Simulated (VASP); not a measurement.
Set up this calculation in VASP 6.6.1, as the native input.

```yaml
Task: single point
Functional: LDA
Potentials_or_basis: VASP PAW LDA potentials, release 64 (Cu)
Cutoff: 520 eV
k_mesh: 6 × 6 × 19
Occupations: methfessel-paxton, width 0.1 eV
Spin: no spin polarisation
Dipole_correction: no
Further_INCAR_settings: ALGO = Fast; EDIFF = 1e-07; NBANDS = 36
```

The structure of Cu lies in POSCAR:

```
Cu
1.0
    5.6033769384      0.0000007508      0.0072214387
    0.0000007508      5.6033814707     -0.0011651886
   -1.6787657495     -0.5607009944      1.7398438336
Cu
5
Direct
    0.0000000000      0.0000000000      0.0000000000
    0.2000000000      0.4000000000      0.0000000000
    0.4000000000      0.8000000000      0.0000000000
    0.6000000000      0.2000000000      0.0000000000
    0.8000000000      0.6000000000      0.0000000000
```

One way to write it, as run:

INCAR

```
  ALGO = Fast
  EDIFF = 1E-7
  ENCUT = 520
  GGA = CA
  ISIF = 2
  ISMEAR = 1
  LASPH = T
  LCHARG = F
  LREAL = F
  LWAVE = F
  NBANDS = 36
  NELM = 100
  PREC = Accurate
  SIGMA = 0.1
```

KPOINTS

```
k-points
0
Gamma
  6 6 19
```

Potentials or basis: VASP PAW LDA potentials, release 64 (Cu).

Launch:

```console
$ cat potpaw_LDA.64/Cu/POTCAR > POTCAR
$ mpirun -np 1 vasp_std > vasp.out
```

It gave:

The pressure is -0.1 GPa.

Run time: 8.6 min on 1 thread of Intel(R) Xeon(R) 6975P-C (Granite Rapids), with other jobs on the host, peak memory 0.51 GiB.
